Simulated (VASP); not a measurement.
# GaN (wurtzite type) (P6_3mc) in VASP: a series of runs

GaN (wurtzite type) is run at these levels: PBE; tasks: relaxation of cell and atoms, single point.

All numbers are computed with VASP 6.6.1; they aren't measurements. Logs are shortened: lines on timing, memory, paths and dates and some standing lists are left out, and cuts for length are marked.

## (1) The cell of the first run

It takes space group P6_3mc (No. 186, hexagonal). The conventional cell has a = 2.885 Å, b = 2.885 Å, c = 4.702 Å, α = 90.00°, β = 90.00°, γ = 120.00°. Ga (site symmetry 3m) has 4 N at 1.76 to 1.77 Å within 2.3 Å. N (site symmetry 3m) has 4 Ga at 1.76 to 1.77 Å within 2.3 Å.

## (2) Relaxation of cell and atoms, PBE, target pressure 91 GPa, at which the enthalpy is minimised

Input file INCAR:

```
PREC = Accurate
ENCUT = 600
EDIFF = 1E-7
ISMEAR = -1
SIGMA = 0.1
LREAL = False
LASPH = True
NELM = 80
ALGO = Normal
ISIF = 3
LWAVE = False
LCHARG = False
GGA = PE
IBRION = 2
NSW = 60
EDIFFG = -0.005
PSTRESS = 910.0
```

Input file KPOINTS:

```
Automatic mesh
0
Gamma
  13 13 7
```

Input file POSCAR:

```
GaN
1.0
    2.8848718619      0.0000000000      0.0000000000
   -1.4424359309      2.4983723190      0.0000000000
    0.0000000000      0.0000000000      4.7023411349
Ga N
2 2
Direct
    0.3333333333      0.6666666667      0.0000000000
    0.6666666667      0.3333333333      0.5000000000
    0.3333333333      0.6666666667      0.3760000000
    0.6666666667      0.3333333333      0.8760000000
```

Potentials or basis: VASP PAW PBE potentials, release 64 (Ga_d, N).

Run with:

```
cat potpaw_PBE.64/Ga_d/POTCAR potpaw_PBE.64/N/POTCAR > POTCAR
mpirun -np 1 vasp_std > vasp.out
```

OUTCAR:

```text
PREC = Accurate
   ENCUT = 600
   EDIFF = 1E-7
   ISMEAR = -1
   LREAL = False
   LASPH = True
   NELM = 80
   ISIF = 3
   GGA = PE
   IBRION = 2
   NSW = 60
   EDIFFG = -0.005
   PSTRESS = 910.0

 ion  position               nearest neighbor table
   1  0.333  0.667  0.000-   4 1.76   4 1.76   4 1.76   3 1.77   2 2.88   2 2.88   2 2.88   2 2.88
                             2 2.88   2 2.88
   2  0.667  0.333  0.500-   3 1.76   3 1.76   3 1.76   4 1.77   1 2.88   1 2.88   1 2.88   1 2.88
                             1 2.88   1 2.88
   3  0.333  0.667  0.376-   2 1.76   2 1.76   2 1.76   1 1.77
   4  0.667  0.333  0.876-   1 1.76   1 1.76   1 1.76   2 1.77

  LATTYP: Found a hexagonal cell.
 ALAT       =     2.8848718619
 C/A-ratio  =     1.6300000000

  Lattice vectors:

 A1 = (   2.8848718619,   0.0000000000,   0.0000000000)
 A2 = (  -1.4424359309,   2.4983723190,   0.0000000000)
 A3 = (   0.0000000000,   0.0000000000,   4.7023411349)

Analysis of symmetry for initial positions (statically):
=====================================================================
 Subroutine PRICEL returns:
 Original cell was already a primitive cell.

 Routine SETGRP: Setting up the symmetry group for a
 hexagonal supercell.

 Subroutine GETGRP returns: Found 12 space group operations
 (whereof  6 operations were pure point group operations)
 out of a pool of 24 trial point group operations.

The static configuration has the point symmetry C_3v.
 The point group associated with its full space group is C_6v.

Analysis of symmetry for dynamics (positions and initial velocities):
=====================================================================
 Subroutine PRICEL returns:
 Original cell was already a primitive cell.

 Routine SETGRP: Setting up the symmetry group for a
 hexagonal supercell.

 Subroutine GETGRP returns: Found 12 space group operations
 (whereof  6 operations were pure point group operations)
 out of a pool of 24 trial point group operations.

The dynamic configuration has the point symmetry C_3v.
 The point group associated with its full space group is C_6v.

 Subroutine INISYM returns: Found 12 space group operations
 (whereof  6 operations are pure point group operations),
 and found     1 'primitive' translations

----------------------------------------------------------------------------------------

                                     Primitive cell

  volume of cell :      33.8920

  direct lattice vectors                    reciprocal lattice vectors
     2.884871862  0.000000000  0.000000000     0.346635847  0.200130299  0.000000000
    -1.442435931  2.498372319  0.000000000     0.000000000  0.400260599  0.000000000
     0.000000000  0.000000000  4.702341135     0.000000000  0.000000000  0.212660029

  length of vectors
     2.884871862  2.884871862  4.702341135     0.400260599  0.400260599  0.212660029

  position of ions in fractional coordinates (direct lattice)
     0.333333333  0.666666667  0.000000000
     0.666666667  0.333333333  0.500000000
     0.333333333  0.666666667  0.376000000
     0.666666667  0.333333333  0.876000000

  ion indices of the primitive-cell ions
   primitive index   ion index
                 1           1
                 2           2
                 3           3
                 4           4

----------------------------------------------------------------------------------------

 KPOINTS: Automatic mesh

Automatic generation of k-mesh.
 Grid dimensions read from file:
 generate k-points for:   13   13    7

 Generating k-lattice:

  Cartesian coordinates                     Fractional coordinates (reciprocal lattice)
     0.026664296  0.015394638  0.000000000     0.076923077  0.000000000  0.000000000
     0.000000000  0.030789277  0.000000000     0.000000000  0.076923077  0.000000000
     0.000000000  0.000000000  0.030380004     0.000000000  0.000000000  0.142857143

  Length of vectors
     0.030789277  0.030789277  0.030380004

  Shift w.r.t. Gamma in fractional coordinates (k-lattice)
     0.000000000  0.000000000  0.000000000

 Subroutine IBZKPT returns following result:
 ===========================================

 Found     84 irreducible k-points:

 Following reciprocal coordinates:
            Coordinates               Weight
  0.000000  0.000000  0.000000      1.000000
  0.076923  0.000000  0.000000      6.000000
  0.153846  0.000000  0.000000      6.000000
  0.230769  0.000000  0.000000      6.000000
  0.307692  0.000000  0.000000      6.000000
  0.384615  0.000000  0.000000      6.000000
[... 16 lines left out ...]
  0.076923  0.000000  0.142857     12.000000
  0.153846  0.000000  0.142857     12.000000
 [... further k-points ...]
   k-points           NKPTS =     84   k-points in BZ     NKDIM =     84   number of bands    NBANDS=     22
   number of dos      NEDOS =    301   number of ions     NIONS =      4
   total plane-waves  NPLWV =  23040
   dimension x,y,z NGX =    24 NGY =   24 NGZ =   40
   dimension x,y,z NGXF=    48 NGYF=   48 NGZF=   80
   ions per type =               2   2
   NGX,Y,Z   is equivalent  to a cutoff of  13.83, 13.83, 14.14 a.u.
   NGXF,Y,Z  is equivalent  to a cutoff of  27.66, 27.66, 28.28 a.u.
 SYSTEM =  unknown system
   PREC   = accura    normal or accurate (medium, high low for compatibility)
   ISTART =      0    job   : 0-new  1-cont  2-samecut
   ICHARG =      2    charge: 1-file 2-atom 10-const
   ISPIN  =      1    spin polarized calculation?
   LNONCOLLINEAR =      F non collinear calculations
   LSORBIT =      F    spin-orbit coupling
   LASPH  =      T    aspherical Exc in radial PAW
   ENCUT  =  600.0 eV  44.10 Ry    6.64 a.u.   5.76  5.76  9.39*2*pi/ulx,y,z
   NELM   =     80;   NELMIN=  2; NELMDL= -5     # of ELM steps
   EDIFF  = 0.1E-06   stopping-criterion for ELM
   LREAL  =      F    real-space projection
   EDIFFG = -.5E-02   stopping-criterion for IOM
   NSW    =     60    number of steps for IOM
   IBRION =      2    ionic relax: 0-MD 1-quasi-New 2-CG
   NFREE  =      1    steps in history (QN), initial steepest desc. (CG)
   ISIF   =      3    stress and relaxation
   ISYM   =      2    0-nonsym 1-usesym 2-fastsym
   POTIM  = 0.5000    time-step for ionic-motion
   TEBEG  =    0.0;   TEEND  =   0.0 temperature during run
   PSTRESS=  910.0 pullay stress
   NELECT =      36.0000    total number of electrons
   NUPDOWN=      -1.0000    fix difference up-down
   EMIN   =  10.00;   EMAX   =-10.00  energy-range for DOS
   EFERMI =   0.00;   METHOD = LEGACY
   ISMEAR =    -1;   SIGMA  =   0.10  broadening in eV -4-tet -1-fermi 0-gaus
   EFERMI_NEDOS =   21; number of points for ismear=-14 and -15
   IALGO  =     38    algorithm
   IMIX   =      4    mixing-type and parameters
     AMIX     =   0.40;   BMIX     =  1.00
     AMIX_MAG =   1.60;   BMIX_MAG =  1.00
  volume/ion in A,a.u.               =       8.47        57.18
  Fermi-wavevector in a.u.,A,eV,Ry     =   1.670359  3.156520 37.961587  2.790098
  Thomas-Fermi vector in A             =   2.755870
   LORBIT       =      0    0 simple, 1 ext, 2 COOP (PROOUT), +10 PAW based schemes
   GGA     = PE    functional components
   LHFCALC =     F    Hartree Fock is set to
   AEXX    =    0.0000 exact exchange contribution
   IVDW    =     0    specifies the selected vdW correction
   LEPSILON=     F    determine dielectric tensor
   LRPA    =     F    only Hartree local field effects (RPA)
 conjugate gradient relaxation of ions
 non-spin polarized calculation
  energy-cutoff  :      600.00
  volume of cell :       33.89
 maximum number of plane-waves:      1154
 NGX is ok and might be reduce to    24
   NGX = 11   NGY = 11   NGZ = 19

--------------------------------------- Ionic step        1  -------------------------------------------

 number of electron      35.9999990 magnetization

 Free energy of the ion-electron system (eV)
  ---------------------------------------------------
  ext. energy  EPLUGINS =         0.00000000
  ---------------------------------------------------
  free energy    TOTEN  =       -20.82199984 eV

  energy without entropy =      -20.82199984  energy(sigma->0) =      -20.82199984

------------------------ aborting loop because EDIFF is reached ----------------------------------------

  FORCE on cell =-STRESS in cart. coord.  units (eV):
  Direction    XX          YY          ZZ          XY          YZ          ZX
  --------------------------------------------------------------------------------------
  -------------------------------------------------------------------------------------
  Total       23.9367254     23.9367254     24.1423259      0.0000000     -0.0000000      0.0000000
  in kB     1131.5597773   1131.5597773   1141.2791180      0.0000000     -0.0000000      0.0000000
  external PRESSURE =     224.7995575 kB  Pullay stress =     910.0000000 kB
[... 25 lines left out ...]
  enthalpy is  TOTEN    =        -1.5720931261 eV   P V=       19.2499067151

--------------------------------------- Ionic step        2  -------------------------------------------

 number of electron      35.9999983 magnetization

 E-fermi :   8.3945     XC(G=0): -12.3922

 val. band max:        6.8685290825   @ k =   0.0000   0.0000   0.0000
 cond. band min:       9.6427260124   @ k =   0.0000   0.0000   0.0000
 fundamental gap:      2.7741969299
 Fermi energy:         8.3944709878

 k-point     1 :       0.0000    0.0000    0.0000
  band No.  band energies     occupation
      1     -10.3448      2.00000
      2      -8.9947      2.00000
      3      -6.7669      2.00000
      4      -6.7409      2.00000
      5      -6.7409      2.00000
      6      -6.6491      2.00000
[... 662 lines left out ...]
  FREE ENERGIE OF THE ION-ELECTRON SYSTEM (eV)
  ---------------------------------------------------
  free  energy   TOTEN  =       -21.7728346018 eV

  energy  without entropy=      -21.7728346014  energy(sigma->0) =      -21.77283460

  enthalpy is  TOTEN    =        -1.6689469877 eV   P V=       20.1038876141

[... ionic steps 4 to 12 ...]

--------------------------------------- Ionic step       13  -------------------------------------------

 number of electron      36.0000005 magnetization

------------------------ aborting loop because EDIFF is reached ----------------------------------------

  FORCE on cell =-STRESS in cart. coord.  units (eV):
  Direction    XX          YY          ZZ          XY          YZ          ZX
  --------------------------------------------------------------------------------------
  -------------------------------------------------------------------------------------
  Total       20.0643237     20.0643237     20.0782788      0.0000000     -0.0000000     -0.0000000
  in kB      910.4104745    910.4104743    911.0436790      0.0000001     -0.0000000     -0.0000000
  external PRESSURE =       0.6215426 kB  Pullay stress =     910.0000000 kB
[... 65 lines left out ...]
  enthalpy is  TOTEN    =        -1.6695322085 eV   P V=       20.0553098005

--------------------------------------- Ionic step       15  -------------------------------------------

 number of electron      36.0000005 magnetization

 Free energy of the ion-electron system (eV)
  ---------------------------------------------------
  ext. energy  EPLUGINS =         0.00000000
  ---------------------------------------------------
  free energy    TOTEN  =       -21.72483639 eV

  energy without entropy =      -21.72483639  energy(sigma->0) =      -21.72483639

 E-fermi :  10.5251     XC(G=0): -13.1239

 val. band max:        8.5873185476   @ k =   0.0000   0.0000   0.0000
 cond. band min:      12.1741703398   @ k =   0.0000   0.0000   0.0000
 fundamental gap:      3.5868517922
 Fermi energy:        10.5250896947

 k-point     1 :       0.0000    0.0000    0.0000
  band No.  band energies     occupation
      1     -10.0059      2.00000
      2      -8.2472      2.00000
      3      -5.4213      2.00000
      4      -5.3832      2.00000
      5      -5.3832      2.00000
      6      -5.2520      2.00000
[... 622 lines left out ...]
  FREE ENERGIE OF THE ION-ELECTRON SYSTEM (eV)
  ---------------------------------------------------
  free  energy   TOTEN  =       -21.7248363891 eV

  energy  without entropy=      -21.7248363886  energy(sigma->0) =      -21.72483639

  enthalpy is  TOTEN    =        -1.6695322691 eV   P V=       20.0553041200

 reached required accuracy - stopping structural energy minimisation
```

It took 7.8 min on 1 thread of Intel Xeon Platinum 8375C at 2.90GHz (Ice Lake), shared host; peak memory 0.21 GiB.

What came out:

```yaml
Free_energy: -21.7248 eV
Relaxed_volume: 8.83 Å³/atom
Relaxed_cell: a = 2.920 Å, b = 2.920 Å, c = 4.781 Å, α = 90.00°, β = 90.00°, γ = 120.00°
Space_group_after_relaxing_to_0.05_Å: P6_3mc (No. 186)
Energy_change_on_relaxing_the_enthalpy_is_what_falls: -225.7 meV/atom
Ionic_steps: 15
Pressure_after_relaxing: 91.1 GPa
Largest_force_after_relaxing: 0.005 eV/Å
Band_gap_on_the_k_mesh: 3.59 eV, direct
```

Forces in eV/Å, atoms in the order of the input:
```
Ga   0.000  0.000  0.005
Ga   0.000  0.000  0.005
N    0.000  0.000 -0.005
N    0.000  0.000 -0.005
```

Step by step:
| step | energy change (eV) | largest force (eV/Å) | pressure (GPa) | volume (Å³) |
| --- | --- | --- | --- | --- |
| 1 | 0.0000 | 0.0374 | 113.48 | 33.89 |
| 2 | -2.7589 | 0.0321 | 38.98 | 40.06 |
| 3 | -0.9508 | 0.0147 | 89.86 | 35.40 |
| 4 | -0.9081 | 0.0156 | 90.97 | 35.32 |
| 5 | -0.8916 | 0.0159 | 91.38 | 35.29 |
| 6 | -0.8923 | 0.0377 | 91.36 | 35.29 |
| 7 | -0.8926 | 0.0503 | 91.34 | 35.29 |
| 8 | -0.9044 | 0.0210 | 91.00 | 35.31 |
| 9 | -0.9099 | 0.0073 | 90.89 | 35.32 |
| 10 | -0.9109 | 0.0046 | 90.86 | 35.32 |
| 11 | -0.9078 | 0.0007 | 90.94 | 35.32 |
| 12 | -0.9027 | 0.0059 | 91.06 | 35.31 |
| 13 | -0.9028 | 0.0016 | 91.06 | 35.31 |
| 14 | -0.9028 | 0.0050 | 91.06 | 35.31 |
| 15 | -0.9028 | 0.0049 | 91.06 | 35.31 |

Final structure:
```
CELL_PARAMETERS angstrom
2.92032 0.00000 0.00000
-1.46016 2.52907 0.00000
0.00000 0.00000 4.78087
ATOMIC_POSITIONS crystal
Ga 0.33333 0.66667 0.00067
Ga 0.66667 0.33333 0.50067
N 0.33333 0.66667 0.37533
N 0.66667 0.33333 0.87533
```

Caveat: the cell is relaxed towards a set pressure, so the enthalpy falls and the energy may rise.

## (3) Single point, PBE

This run uses another cell than the first one, of 8.84 Å³/atom, 1.044 times its volume.

Input file INCAR:

```
PREC = Accurate
ENCUT = 520
EDIFF = 1E-6
ISMEAR = -1
SIGMA = 0.1
LREAL = F
LASPH = T
NELM = 100
ALGO = Normal
ISIF = 2
LWAVE = F
LCHARG = F
GGA = PE
NBANDS = 26
```

KPOINTS is that of step 2.

Input file POSCAR:

```
GaN
1.0
    2.9223087472      0.0000000000      0.0000000000
   -1.4611543736      2.5307936128      0.0000000000
    0.0000000000      0.0000000000      4.7830947281
Ga N
2 2
Direct
    0.3333333333      0.6666666667      0.0006546683
    0.6666666667      0.3333333333      0.5006546683
    0.3333333333      0.6666666667      0.3753453317
    0.6666666667      0.3333333333      0.8753453317
```

Potentials or basis: VASP PAW PBE potentials, release 64 (Ga_d, N).

Run with:

```
cat potpaw_PBE.64/Ga_d/POTCAR potpaw_PBE.64/N/POTCAR > POTCAR
mpirun -np 1 vasp_std > vasp.out
```

It took 32 s on 1 thread of Intel Xeon Platinum 8559C (Emerald Rapids), shared host; peak memory 0.19 GiB.

The run converged. Its results:

```
Free energy            : -21.7604 eV
Pressure               : 90.3 GPa
Band gap on the k mesh : 3.58 eV, direct
```

Stress tensor (GPa, compression positive):
```
90.23  0.00  0.00
 0.00 90.23  0.00
 0.00  0.00 90.31
```

Levels at points of the mesh, in eV from the valence-band top:
```
           k point  band 15  band 16  band 17  band 18  band 19  band 20  band 21  band 22
(0.00, 0.00, 0.00)    -1.40    -0.13     0.00     0.00     3.58     6.04    10.58    11.44
```

A k mesh can miss the band edges. Expect the measured gap to be larger: semilocal functionals such as PBE lack the derivative discontinuity.

## (4) Single point, PBE

This run uses another cell than the first one, of 8.84 Å³/atom, 1.044 times its volume.

Input file INCAR:

```
SYSTEM = GaN
  PREC = Accurate
  ENCUT = 520
  EDIFF = 1E-6
  ISMEAR = -1
  SIGMA = 0.1
  LREAL = .False.
  LASPH = .True.
  NELM = 80
  ALGO = Normal
  ISIF = 2
  LWAVE = .False.
  LCHARG = .False.
  GGA = PE
  NBANDS = 26
```

Input file KPOINTS:

```
Automatic mesh
0
Gamma
  13 13 7
  0 0 0
```

POSCAR is that of step 3.

Run with:

```
cat potpaw_PBE.64/Ga_d/POTCAR potpaw_PBE.64/N/POTCAR > POTCAR
mpirun -np 1 vasp_std > vasp.out
```

Run time: 36 s. Hardware: 1 thread of Intel Xeon Platinum 8559C (Emerald Rapids), shared host; peak memory 0.19 GiB.

The run converged. Its results:

- Free energy: -21.7604 eV
- Pressure: 90.3 GPa
- Band gap on the k mesh: 3.58 eV, direct

Stress tensor (GPa, compression positive):
```
90.23  0.00  0.00
 0.00 90.23  0.00
 0.00  0.00 90.31
```

Levels at points of the mesh, in eV from the valence-band top:
| k point | band 14 | band 15 | band 16 | band 17 | band 18 | band 19 | band 20 | band 21 | band 22 | band 23 |
| --- | --- | --- | --- | --- | --- | --- | --- | --- | --- | --- |
| (0.00, 0.00, 0.00) | -1.40 | -1.40 | -0.13 | 0.00 | 0.00 | 3.58 | 6.04 | 10.58 | 11.44 | 11.44 |

A k mesh can miss the band edges.
